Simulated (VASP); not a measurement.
Write the native input for VASP 6.6.1 that does the following.

```
Task                   : single point
Functional             : PBEsol
Potentials or basis    : VASP PAW PBE potentials, release 64 (Zr_sv, Sc_sv)
Cutoff                 : 520 eV
k mesh                 : 10 × 10 × 6
Occupations            : fermi-dirac, width 0.15 eV
Spin                   : no spin polarisation
Dipole correction      : no
Further INCAR settings : ALGO = Normal; EDIFF = 1e-06; NBANDS = 18
```

The structure of ZrSc lies in POSCAR:

```
ZrSc
1.0
    3.2608167858      0.0000000000      0.0000000000
   -1.6304034265      2.8239486868      0.0000000000
    0.0000000000      0.0000000000      5.1204115750
Zr Sc
1 1
Direct
    0.6666666667      0.3333333333      0.0000000000
    0.0000000000      0.0000000000      0.5000000000
```

These files were run (other wordings do the same):

INCAR

```
  ALGO = Normal
  EDIFF = 1E-6
  ENCUT = 520
  GGA = PS
  ISIF = 2
  ISMEAR = -1
  LASPH = True
  LCHARG = True
  LELF = True
  LREAL = False
  LVHAR = True
  LWAVE = False
  NBANDS = 18
  NELM = 100
  PREC = Accurate
  SIGMA = 0.15
```

KPOINTS

```
k-points
0
Gamma
  10 10 6
```

Potentials or basis: VASP PAW PBE potentials, release 64 (Zr_sv, Sc_sv).

The run is started by

```bash
$ cat potpaw_PBE.64/Zr_sv/POTCAR potpaw_PBE.64/Sc_sv/POTCAR > POTCAR
$ mpirun -np 1 vasp_std > vasp.out
```

Results of the run:

The pressure is -2.1 GPa.

Caveat: the PAW data sets were made with another functional, which shifts forces and pressure a little.

It took 78 s on 1 thread of AMD EPYC 7R43 64-Core Processor (Zen 3) (shared host), peak memory 0.16 GiB.
